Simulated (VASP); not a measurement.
Runs of VASP 6.6.1 on Ag. The structure is that of space group P6_3/mmc (No. 194), or close to it. The cells are those of the table. 

| cell | further INCAR settings | gap on the mesh (eV) | pressure (GPa) |
| --- | --- | --- | --- |
| a = 2.883, b = 2.883, c = 4.948 Å, angles 90.0, 90.0, 120.0°, 2 atoms | ALGO = Fast; EDIFF = 1e-06; NBANDS = 18 | none | -10.4 |
| a = 2.838, b = 2.838, c = 5.104 Å, angles 90.0, 90.0, 120.0°, 2 atoms | ALGO = Fast; EDIFF = 1e-06; NBANDS = 18 | none | (a) |
| a = 3.093, b = 3.093, c = 4.298 Å, angles 90.0, 90.0, 120.0°, 2 atoms | ALGO = Fast; EDIFF = 1e-07; NBANDS = 18 | none | (b) |
| a = 2.757, b = 2.757, c = 5.409 Å, angles 90.0, 90.0, 120.0°, 2 atoms | ALGO = Fast; EDIFF = 1e-07; NBANDS = 18 | none | -6.3 |
| a = 3.013, b = 3.013, c = 4.531 Å, angles 90.0, 90.0, 120.0°, 2 atoms | ALGO = Fast; EDIFF = 1e-06; NBANDS = 18 | none | -9.7 |

Alike in all rows: task single point; level LDA; potentials or basis VASP PAW LDA potentials, release 64 (Ag); no spin polarisation; k mesh 21 × 21 × 12; cutoff (eV) 520; smearing gaussian 0.15 eV.

Q: Estimate the missing entries.

A: (a) -9.6; (b) -7.9.

A k mesh can miss the band edges, and the runs leave out spin-orbit coupling on Ag.

A gap of «none» marks levels without a gap at the run's occupations.
